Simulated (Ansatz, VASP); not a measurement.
## SiC: VASP beside Ansatz

File INCAR:

```
SYSTEM = SiC
  ALGO = Normal
  EDIFF = 1E-6
  ENCUT = 520
  GGA = PE
  ISIF = 2
  ISMEAR = 0
  LASPH = .True.
  LCHARG = .True.
  LELF = .True.
  LREAL = .False.
  LVHAR = .True.
  LWAVE = .False.
  NBANDS = 11
  NELM = 80
  PREC = Accurate
  SIGMA = 0.05
```

KPOINTS

```
k-points
0
Gamma
  8 8 8
  0 0 0
```

File POSCAR:

```
SiC
1.0
    0.0000000000      2.0881007700      2.0881007700
    2.0881007700      0.0000000000      2.0881007700
    2.0881007700      2.0881007700      0.0000000000
C Si
1 1
Direct
    0.0000000000      0.0000000000      0.0000000000
    0.5000000000      0.5000000000      0.5000000000
```

Input for Ansatz:

```yaml
crystal:
  lattice:
    - [0.0, 2.08810077, 2.08810077]
    - [2.08810077, 0.0, 2.08810077]
    - [2.08810077, 2.08810077, 0.0]
  atoms:
    - { symbol: C, position: [0.0, 0.0, 0.0] }
    - { symbol: Si, position: [0.5, 0.5, 0.5] }
basis:
  ecutwfc: 420
  ecutrho_ratio: 4
kpoints:
  mp_grid: { grid: [8, 8, 8] }
hamiltonian:
  xc: pbe
scf:
  occupations: { method: gaussian, width: 0.05 }
output:
  forces: true
  stress: true
  eigenvalues: true
```

Alike in both runs: task single point; functional PBE; k mesh 8 × 8 × 8; occupations gaussian, width 0.05 eV; no spin polarisation.

```csv
,VASP,Ansatz
version,VASP 6.6.1,Ansatz 0.2.0
potentials or method,"VASP PAW PBE potentials, release 64 (C, Si), cutoff 520 eV","scalar-relativistic, plane waves, PAW"
valence electrons in the cell,8,8
```

VASP gave:

```
gap on the k mesh at the Fermi level (eV) : none
pressure (GPa)                            : -16.4
```

Q: Which values does Ansatz return?

A: gap on the k mesh at the Fermi level (eV): none; pressure (GPa): -16.8.

A gap of «none» marks a metal or a gap that the smearing closes.
